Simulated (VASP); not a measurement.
# P in VASP: further runs

The runs below take P through single point, with r2SCAN.

All numbers are computed with VASP 6.6.1; they aren't measurements. Logs are shortened: lines on timing, memory, paths and dates and some standing lists are left out, and cuts for length are marked.

## 1. The cell of the first run

The cell holds a slab with vacuum, 4 atoms: a = 3.284 Å, b = 34.857 Å, c = 4.632 Å, α = 90.00°, β = 90.00°, γ = 90.00°.

## 2. Single point, r2SCAN (atoms displaced along a vibrational mode)

The input, POSCAR:

```
P
1.0
    3.2837277200      0.0000000000      0.0000000000
    0.0000000000     34.8570309900      0.0000000000
    0.0000000000      0.0000000000      4.6320847100
P
4
Direct
    0.0000000000      0.9726498522      0.5995316276
    0.0000000000      0.0273501478      0.4004683724
    0.5000000000      0.0273501478      0.0995316276
    0.5000000000      0.9726498522      0.9004683724
```

The input, INCAR.step1:

```
PREC = Accurate
ENCUT = 520
ISMEAR = 0
SIGMA = 0.05
LREAL = F
LASPH = T
NELM = 100
NBANDS = 18
GGA = PE
ALGO = Normal
EDIFF = 1E-4
LWAVE = T
LCHARG = F
```

The input, INCAR.step2:

```
PREC = Accurate
ENCUT = 520
EDIFF = 1E-6
ISMEAR = 0
SIGMA = 0.05
LREAL = F
LASPH = T
NELM = 100
ALGO = Normal
ISIF = 2
LWAVE = F
LCHARG = F
METAGGA = R2SCAN
LMIXTAU = T
NBANDS = 18
ISTART = 1
```

The input, KPOINTS:

```
regular mesh
0
Gamma
  8 1 6
```

Potentials or basis: VASP PAW PBE potentials, release 64 (P).

Run with:

```console
$ cat potpaw_PBE.64/P/POTCAR > POTCAR
$ cp INCAR.step1 INCAR
$ mpirun -np 1 vasp_std > vasp.out
$ cp INCAR.step2 INCAR
$ mpirun -np 1 vasp_std > vasp.out
```

OUTCAR:

```text
PREC = Accurate
   ENCUT = 520
   EDIFF = 1E-6
   ISMEAR = 0
   LREAL = F
   LASPH = T
   NELM = 100
   ISIF = 2
   METAGGA = R2SCAN
   ISTART = 1

 ion  position               nearest neighbor table
   1  0.000  0.973  0.600-   2 2.12   4 2.15   4 2.15
   2  0.000  0.027  0.400-   1 2.12   3 2.15   3 2.15
   3  0.500  0.027  0.100-   4 2.12   2 2.15   2 2.15
   4  0.500  0.973  0.900-   3 2.12   1 2.15   1 2.15

  LATTYP: Found a simple orthorhombic cell.
 ALAT       =     3.2837277200
 B/A-ratio  =     1.4106177811
 C/A-ratio  =    10.6150795566

  Lattice vectors:

 A1 = (  -3.2837277200,   0.0000000000,   0.0000000000)
 A2 = (   0.0000000000,   0.0000000000,   4.6320847100)
 A3 = (   0.0000000000,  34.8570309900,   0.0000000000)

Analysis of symmetry for initial positions (statically):
=====================================================================
 Subroutine PRICEL returns:
 Original cell was already a primitive cell.

 Routine SETGRP: Setting up the symmetry group for a
 simple orthorhombic supercell.

 Subroutine GETGRP returns: Found  8 space group operations
 (whereof  4 operations were pure point group operations)
 out of a pool of  8 trial point group operations.

The static configuration has the point symmetry C_2h.
 The point group associated with its full space group is D_2h.

Analysis of symmetry for dynamics (positions and initial velocities):
=====================================================================
 Subroutine PRICEL returns:
 Original cell was already a primitive cell.

 Routine SETGRP: Setting up the symmetry group for a
 simple orthorhombic supercell.

 Subroutine GETGRP returns: Found  8 space group operations
 (whereof  4 operations were pure point group operations)
 out of a pool of  8 trial point group operations.

The dynamic configuration has the point symmetry C_2h.
 The point group associated with its full space group is D_2h.

 Subroutine INISYM returns: Found  8 space group operations
 (whereof  4 operations are pure point group operations),
 and found     1 'primitive' translations

----------------------------------------------------------------------------------------

                                     Primitive cell

  volume of cell :     530.1930

  direct lattice vectors                    reciprocal lattice vectors
     3.283727720  0.000000000  0.000000000     0.304531948  0.000000000  0.000000000
     0.000000000 34.857030990  0.000000000     0.000000000  0.028688617  0.000000000
     0.000000000  0.000000000  4.632084710     0.000000000  0.000000000  0.215885516

  length of vectors
     3.283727720 34.857030990  4.632084710     0.304531948  0.028688617  0.215885516

  position of ions in fractional coordinates (direct lattice)
     0.000000000  0.972649852  0.599531628
     0.000000000  0.027350148  0.400468372
     0.500000000  0.027350148  0.099531628
     0.500000000  0.972649852  0.900468372

  ion indices of the primitive-cell ions
   primitive index   ion index
                 1           1
                 2           2
                 3           3
                 4           4

----------------------------------------------------------------------------------------

 KPOINTS: regular mesh

Automatic generation of k-mesh.
 Grid dimensions read from file:
 generate k-points for:    8    1    6

 Generating k-lattice:

  Cartesian coordinates                     Fractional coordinates (reciprocal lattice)
     0.038066494  0.000000000  0.000000000     0.125000000  0.000000000  0.000000000
     0.000000000  0.028688617  0.000000000     0.000000000  1.000000000  0.000000000
     0.000000000  0.000000000  0.035980919     0.000000000  0.000000000  0.166666667

  Length of vectors
     0.038066494  0.028688617  0.035980919

  Shift w.r.t. Gamma in fractional coordinates (k-lattice)
     0.000000000  0.000000000  0.000000000

 Subroutine IBZKPT returns following result:
 ===========================================

 Found     20 irreducible k-points:

 Following reciprocal coordinates:
            Coordinates               Weight
  0.000000  0.000000  0.000000      1.000000
  0.125000  0.000000  0.000000      2.000000
  0.250000  0.000000  0.000000      2.000000
  0.375000  0.000000  0.000000      2.000000
  0.500000  0.000000  0.000000      1.000000
  0.000000  0.000000  0.166667      2.000000
[... 12 lines left out ...]
  0.375000  0.000000  0.500000      2.000000
  0.500000  0.000000  0.500000      1.000000
   k-points           NKPTS =     20   k-points in BZ     NKDIM =     20   number of bands    NBANDS=     18
   number of dos      NEDOS =    301   number of ions     NIONS =      4
   total plane-waves  NPLWV = 233280
   dimension x,y,z NGX =    24 NGY =  270 NGZ =   36
   dimension x,y,z NGXF=    48 NGYF=  540 NGZF=   72
   ions per type =               4
   NGX,Y,Z   is equivalent  to a cutoff of  12.15, 12.88, 12.92 a.u.
   NGXF,Y,Z  is equivalent  to a cutoff of  24.30, 25.75, 25.84 a.u.
 SYSTEM =  unknown system
   PREC   = accura    normal or accurate (medium, high low for compatibility)
   ISTART =      1    job   : 0-new  1-cont  2-samecut
   ICHARG =      0    charge: 1-file 2-atom 10-const
   ISPIN  =      1    spin polarized calculation?
   LNONCOLLINEAR =      F non collinear calculations
   LSORBIT =      F    spin-orbit coupling
   LASPH  =      T    aspherical Exc in radial PAW
   ENCUT  =  520.0 eV  38.22 Ry    6.18 a.u.   6.11 64.81  8.61*2*pi/ulx,y,z
   NELM   =    100;   NELMIN=  2; NELMDL=  0     # of ELM steps
   EDIFF  = 0.1E-05   stopping-criterion for ELM
   LREAL  =      F    real-space projection
[... 7 lines left out ...]
   TEBEG  =    0.0;   TEEND  =   0.0 temperature during run
   PSTRESS=    0.0 pullay stress
   NELECT =      20.0000    total number of electrons
   NUPDOWN=      -1.0000    fix difference up-down
   EMIN   =  10.00;   EMAX   =-10.00  energy-range for DOS
   EFERMI =   0.00;   METHOD = LEGACY
   ISMEAR =     0;   SIGMA  =   0.05  broadening in eV -4-tet -1-fermi 0-gaus
   EFERMI_NEDOS =   21; number of points for ismear=-14 and -15
   IALGO  =     38    algorithm
   IMIX   =      4    mixing-type and parameters
     AMIX     =   0.40;   BMIX     =  1.00
     AMIX_MAG =   1.60;   BMIX_MAG =  1.00
  volume/ion in A,a.u.               =     132.55       894.48
  Fermi-wavevector in a.u.,A,eV,Ry     =   0.549044  1.037542  4.101461  0.301449
  Thomas-Fermi vector in A             =   1.580001
   LORBIT       =      0    0 simple, 1 ext, 2 COOP (PROOUT), +10 PAW based schemes
   METAGGA = R2SCAN    functional components
   LHFCALC =     F    Hartree Fock is set to
   AEXX    =    0.0000 exact exchange contribution
   IVDW    =     0    specifies the selected vdW correction
   LEPSILON=     F    determine dielectric tensor
   LRPA    =     F    only Hartree local field effects (RPA)
 non-spin polarized calculation
 Gauss-broadening in eV      SIGMA  =   0.05
  energy-cutoff  :      520.00
  volume of cell :      530.19
 maximum number of plane-waves:     14344
   NGX = 13   NGY =129   NGZ = 17

 number of electron      20.0000001 magnetization

 Free energy of the ion-electron system (eV)
  ---------------------------------------------------
  ext. energy  EPLUGINS =         0.00000000
  ---------------------------------------------------
  free energy    TOTEN  =       -35.53750727 eV

  energy without entropy =      -35.53750727  energy(sigma->0) =      -35.53750727

 E-fermi :  -3.3953     XC(G=0):  -1.6909

 val. band max:       -3.6065679402   @ k =   0.1250   0.0000   0.0000
 cond. band min:      -2.2929238845   @ k =   0.0000   0.0000   0.0000
 fundamental gap:      1.3136440557
 Fermi energy:        -3.3953213969

 k-point     1 :       0.0000    0.0000    0.0000
  band No.  band energies     occupation
      1     -20.2627      2.00000
      2     -17.1690      2.00000
      3     -14.1601      2.00000
      4     -10.0557      2.00000
      5      -8.8371      2.00000
      6      -8.1094      2.00000
[... 10 lines left out ...]
     17       1.7275      0.00000
     18       1.8532      0.00000

 k-point     2 :       0.1250    0.0000    0.0000
  band No.  band energies     occupation
      1     -20.0662      2.00000
      2     -16.9612      2.00000
      3     -14.2458      2.00000
      4      -9.9281      2.00000
      5      -9.0088      2.00000
      6      -8.6639      2.00000
[... 10 lines left out ...]
     17       1.9437      0.00000
     18       2.0386      0.00000

 k-point     3 :       0.2500    0.0000    0.0000
  band No.  band energies     occupation
      1     -19.4833      2.00000
      2     -16.3406      2.00000
      3     -14.7435      2.00000
      4     -10.1243      2.00000
      5     -10.1151      2.00000
      6      -9.6122      2.00000
[... 10 lines left out ...]
     17       2.3002      0.00000
     18       2.3868      0.00000

 k-point     4 :       0.3750    0.0000    0.0000
  band No.  band energies     occupation
      1     -18.5380      2.00000
      2     -15.8947      2.00000
      3     -15.3152      2.00000
      4     -12.1376      2.00000
      5     -10.2337      2.00000
      6      -9.4035      2.00000
[... 291 lines left out ...]
      4     -12.7591      2.00000
      5      -9.9125      2.00000
      6      -9.9125      2.00000
[... 10 lines left out ...]
     17       3.2943      0.00000
     18       3.2943      0.00000

 k-point    19 :       0.3750    0.0000    0.5000
  band No.  band energies     occupation
      1     -17.4864      2.00000
      2     -17.4864      2.00000
      3     -13.7661      2.00000
      4     -13.7661      2.00000
      5      -9.9524      2.00000
      6      -9.9524      2.00000
[... 10 lines left out ...]
     17       3.7376      0.00000
     18       3.7376      0.00000

 k-point    20 :       0.5000    0.0000    0.5000
  band No.  band energies     occupation
      1     -16.9164      2.00000
      2     -16.9164      2.00000
      3     -14.5397      2.00000
      4     -14.5397      2.00000
      5      -9.3815      2.00000
      6      -9.3815      2.00000
[... 10 lines left out ...]
     17       3.7606      0.00000
     18       3.7606      0.00000

------------------------ aborting loop because EDIFF is reached ----------------------------------------

  FORCE on cell =-STRESS in cart. coord.  units (eV):
  Direction    XX          YY          ZZ          XY          YZ          ZX
  --------------------------------------------------------------------------------------
  -------------------------------------------------------------------------------------
  Total        1.3013555      5.5469265      3.2255916      0.0000000     -0.0000000      0.0000000
  in kB        3.9325343     16.7621209      9.7473359      0.0000000     -0.0000000      0.0000000
  external PRESSURE =      10.1473304 kB  Pullay stress =       0.0000000 kB

 VOLUME and BASIS-vectors are now :
 -----------------------------------------------------------------------------
  energy-cutoff  :      520.00
  volume of cell :      530.19
      direct lattice vectors                 reciprocal lattice vectors
     3.283727720  0.000000000  0.000000000     0.304531948  0.000000000  0.000000000
     0.000000000 34.857030990  0.000000000     0.000000000  0.028688617  0.000000000
     0.000000000  0.000000000  4.632084710     0.000000000  0.000000000  0.215885516

 POSITION                                       TOTAL-FORCE (eV/Angst)
 -----------------------------------------------------------------------------------
      0.00000     33.90369      2.77708         0.000000     -1.460752     -0.301249
      0.00000      0.95334      1.85500         0.000000      1.460752      0.301249
      1.64186      0.95334      0.46104         0.000000      1.460752     -0.301249
      1.64186     33.90369      4.17105         0.000000     -1.460752      0.301249
 -----------------------------------------------------------------------------------
    total drift:                                0.000000      0.000000      0.000000

  FREE ENERGIE OF THE ION-ELECTRON SYSTEM (eV)
  ---------------------------------------------------
  free  energy   TOTEN  =       -35.5375072709 eV

  energy  without entropy=      -35.5375072708  energy(sigma->0) =      -35.53750727
```

Run time: 7.8 min. Hardware: 1 thread of Intel Xeon 6975P-C (Granite Rapids), shared host; peak memory 0.63 GiB.

Results:

```yaml
Free_energy: -35.5375 eV
Largest_force: 1.491 eV/Å
Band_gap_on_the_k_mesh: 1.31 eV (least direct gap 1.35 eV)
```

Forces in eV/Å, atoms in the order of the input:
```
P    0.000 -1.461 -0.301
P    0.000  1.461  0.301
P    0.000  1.461 -0.301
P    0.000 -1.461  0.301
```

Levels at points of the mesh, in eV from the valence-band top:
| k point | band 6 | band 7 | band 8 | band 9 | band 10 | band 11 | band 12 | band 13 | band 14 | band 15 |
| --- | --- | --- | --- | --- | --- | --- | --- | --- | --- | --- |
| (0.00, 0.00, 0.00) | -4.50 | -4.47 | -2.50 | -1.51 | -0.03 | 1.31 | 1.72 | 2.57 | 2.99 | 4.86 |
| (0.50, 0.00, 0.00) | -6.13 | -3.18 | -3.18 | -2.16 | -2.16 | 1.50 | 1.50 | 2.76 | 2.76 | 4.77 |
| (0.00, 0.00, 0.50) | -3.57 | -2.90 | -2.90 | -2.06 | -2.06 | 2.08 | 2.08 | 3.88 | 3.88 | 4.65 |
| (0.50, 0.00, 0.50) | -5.77 | -4.85 | -4.85 | -0.96 | -0.96 | 2.76 | 2.76 | 3.73 | 3.73 | 5.28 |

Caveat: the cell differs from its parent crystal (atoms displaced along a vibrational mode); there is no dipole correction, which matters where the two faces differ; the PAW data sets were made with another functional, which shifts forces and pressure a little.

## 3. Single point, r2SCAN (atoms displaced along a vibrational mode)

The input, POSCAR:

```
P
1.0
    3.2837277200      0.0000000000      0.0000000000
    0.0000000000     34.8570309900      0.0000000000
    0.0000000000      0.0000000000      4.6320847100
P
4
Direct
    0.0000000000      0.9710575707      0.5946110225
    0.0000000000      0.0289424293      0.4053889775
    0.5000000000      0.0289424293      0.0946110225
    0.5000000000      0.9710575707      0.9053889775
```

The input, INCAR.step1:

```
SYSTEM = P
PREC = Accurate
ENCUT = 520
ISMEAR = 0
SIGMA = 0.05
LREAL = .False.
LASPH = .True.
NELM = 100
NBANDS = 18
GGA = PE
ALGO = Normal
EDIFF = 1E-4
LWAVE = .True.
LCHARG = .False.
```

The input, INCAR.step2:

```
SYSTEM = P
PREC = Accurate
ENCUT = 520
EDIFF = 1E-6
ISMEAR = 0
SIGMA = 0.05
LREAL = .False.
LASPH = .True.
NELM = 100
ALGO = Normal
ISIF = 2
LWAVE = .False.
LCHARG = .False.
METAGGA = R2SCAN
LMIXTAU = .True.
NBANDS = 18
ISTART = 1
```

The input, KPOINTS:

```
Automatic mesh
0
Gamma
  8 1 6
  0 0 0
```

Potentials or basis: VASP PAW PBE potentials, release 64 (P).

Run with:

```console
$ cat potpaw_PBE.64/P/POTCAR > POTCAR
$ cp INCAR.step1 INCAR
$ mpirun -np 1 vasp_std > vasp.out
$ cp INCAR.step2 INCAR
$ mpirun -np 1 vasp_std > vasp.out
```

OUTCAR:

```text
SYSTEM = P
   PREC = Accurate
   ENCUT = 520
   EDIFF = 1E-6
   ISMEAR = 0
   LREAL = .False.
   LASPH = .True.
   NELM = 100
   ISIF = 2
   METAGGA = R2SCAN
   ISTART = 1

 ion  position               nearest neighbor table
   1  0.000  0.971  0.595-   4 2.18   4 2.18   2 2.20
   2  0.000  0.029  0.405-   3 2.18   3 2.18   1 2.20
   3  0.500  0.029  0.095-   2 2.18   2 2.18   4 2.20
   4  0.500  0.971  0.905-   1 2.18   1 2.18   3 2.20

  LATTYP: Found a simple orthorhombic cell.
[... 613 lines left out ...]

  FORCE on cell =-STRESS in cart. coord.  units (eV):
  Direction    XX          YY          ZZ          XY          YZ          ZX
  --------------------------------------------------------------------------------------
  -------------------------------------------------------------------------------------
  Total        0.3754005      1.6948654      0.9735602      0.0000000     -0.0000000      0.0000000
  in kB        1.1344135      5.1216722      2.9419776      0.0000000     -0.0000000      0.0000000
  external PRESSURE =       3.0660211 kB  Pullay stress =       0.0000000 kB

 VOLUME and BASIS-vectors are now :
 -----------------------------------------------------------------------------
  energy-cutoff  :      520.00
  volume of cell :      530.19
      direct lattice vectors                 reciprocal lattice vectors
     3.283727720  0.000000000  0.000000000     0.304531948  0.000000000  0.000000000
     0.000000000 34.857030990  0.000000000     0.000000000  0.028688617  0.000000000
     0.000000000  0.000000000  4.632084710     0.000000000  0.000000000  0.215885516

 POSITION                                       TOTAL-FORCE (eV/Angst)
 -----------------------------------------------------------------------------------
      0.00000     33.84818      2.75429        -0.000000     -0.425226     -0.146185
      0.00000      1.00885      1.87780        -0.000000      0.425226      0.146185
      1.64186      1.00885      0.43825         0.000000      0.425226     -0.146185
      1.64186     33.84818      4.19384         0.000000     -0.425226      0.146185
 -----------------------------------------------------------------------------------
    total drift:                               -0.000000      0.000000     -0.000000

  FREE ENERGIE OF THE ION-ELECTRON SYSTEM (eV)
  ---------------------------------------------------
  free  energy   TOTEN  =       -35.7636031434 eV

  energy  without entropy=      -35.7636031434  energy(sigma->0) =      -35.76360314
```

OSZICAR.step1:

```text
N       E                     dE             d eps       ncg     rms          rms(c)
DAV:   1     0.139960221429E+03    0.13996E+03   -0.55882E+03   720   0.726E+02
DAV:   2    -0.248019144098E+01   -0.14244E+03   -0.13167E+03  1194   0.130E+02
DAV:   3    -0.212244436472E+02   -0.18744E+02   -0.18661E+02   986   0.573E+01
DAV:   4    -0.216229100825E+02   -0.39847E+00   -0.39737E+00   984   0.109E+01
DAV:   5    -0.216347959425E+02   -0.11886E-01   -0.11882E-01  1076   0.183E+00    0.110E+01
DAV:   6    -0.214724842994E+02    0.16231E+00   -0.95819E-02   960   0.151E+00    0.655E+00
DAV:   7    -0.214000340790E+02    0.72450E-01   -0.17187E-01   920   0.204E+00    0.331E-01
DAV:   8    -0.213994247190E+02    0.60936E-03   -0.12791E-02   934   0.625E-01    0.143E-01
DAV:   9    -0.213993346095E+02    0.90109E-04   -0.60687E-04  1166   0.137E-01
   1 F= -.21399335E+02 E0= -.21399335E+02  d E =-.174880E-16
```

Wall time 8.6 min (1 thread of Intel Xeon 6975P-C (Granite Rapids), shared host); peak memory 0.63 GiB.

What came out:

- Free energy: -35.7636 eV
- Largest force: 0.450 eV/Å
- Band gap on the k mesh: 1.33 eV

Forces in eV/Å, atoms in the order of the input:
```
P    0.000 -0.425 -0.146
P    0.000  0.425  0.146
P    0.000  0.425 -0.146
P    0.000 -0.425  0.146
```

Caveat: the cell differs from its parent crystal (atoms displaced along a vibrational mode); there is no dipole correction, which matters where the two faces differ; the PAW data sets were made with another functional, which shifts forces and pressure a little.
